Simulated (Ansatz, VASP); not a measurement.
# Two plane-wave programs on AlN

```xyz
4
Lattice="3.1006 0.0000 0.0000 -1.5503 2.6852 0.0000 0.0000 0.0000 4.9614" Properties=species:S:1:pos:R:3 pbc="T T T"
Al    0.0000    1.7901    0.0000
Al    1.5503    0.8951    2.4807
N     0.0000    1.7901    1.9101
N     1.5503    0.8951    4.3908
```

Change from the starting cell: volume scaled by 0.99, PAW files.

Alike in both runs: task electric field gradients; functional PBEsol; k mesh 10 × 10 × 6; occupations fermi-dirac, width 0.03 eV; no spin polarisation.

|  | VASP | Ansatz |
| --- | --- | --- |
| version | VASP 6.6.1 | Ansatz 0.2.0 |
| potentials or method | VASP PAW PBE potentials, release 64 (Al, N) | PAW with Ansatz's default frozen-core files, scalar-relativistic |
| plane-wave cutoff (eV) | 520 | 420 |
| valence electrons in the cell | 16 | 16 |

Ansatz gave:

```
gap on the k mesh at the Fermi level (eV)                     : 4.16
pressure (GPa)                                                : 2.6
traceless stress, the component that is largest in VASP (GPa) : -1.49
rms of the force components (eV/Å)                            : 0.102
size of Vzz on the site where it differs most (V/Å²)          : 0.5
```

**Question.** Which values does VASP return?

**Answer.** gap on the k mesh at the Fermi level (eV): 4.18; pressure (GPa): 2.6; traceless stress, the component that is largest in VASP (GPa): -1.51; rms of the force components (eV/Å): 0.103; size of Vzz on the site where it differs most (V/Å²): 0.8.

VASP's potentials were made for PBE, not for PBEsol. Atom by atom the forces differ by 0.001 eV/Å (rms over components). With one functional, cell and mesh, what is left measures potentials, basis and numerics.
